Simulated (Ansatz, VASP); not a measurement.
## One calculation of MgS, two programs

```
Mg S
1.0
     4.20785    0.00000    0.00000
    -2.10393    3.64411    0.00000
     0.00000    0.00000    5.17720
Mg S
2 2
Direct
  0.33333 0.66667 0.25000
  0.66667 0.33333 0.75000
  0.66667 0.33333 0.25000
  0.33333 0.66667 0.75000
```

Alike in both runs: task single point; functional r2SCAN; k mesh 6 × 6 × 4; no spin polarisation.

```csv
,VASP,Ansatz
version,VASP 6.6.1,Ansatz 0.2.0
potentials or method,"VASP PAW PBE potentials, release 64 (Mg, S)","plane waves, PAW"
plane-wave cutoff (eV),520,500
occupations,"gaussian, width 0.01 eV",fixed
valence electrons in the cell,16,32
```

|  | VASP | Ansatz | Ansatz less VASP |
| --- | --- | --- | --- |
| gap on the k mesh at the Fermi level (eV) | 3.75 | 3.77 | +0.021 |
| pressure (GPa) | 4.2 | 4.5 | +0.37 |
| traceless stress, the component that is largest in VASP (GPa) | -0.14 | -0.14 | +0.001 |

VASP's potentials were made for PBE, not for r2SCAN. VASP's potentials hold 16 valence electrons a cell and Ansatz's 32, so a difference there can come from the potentials and not from the codes.
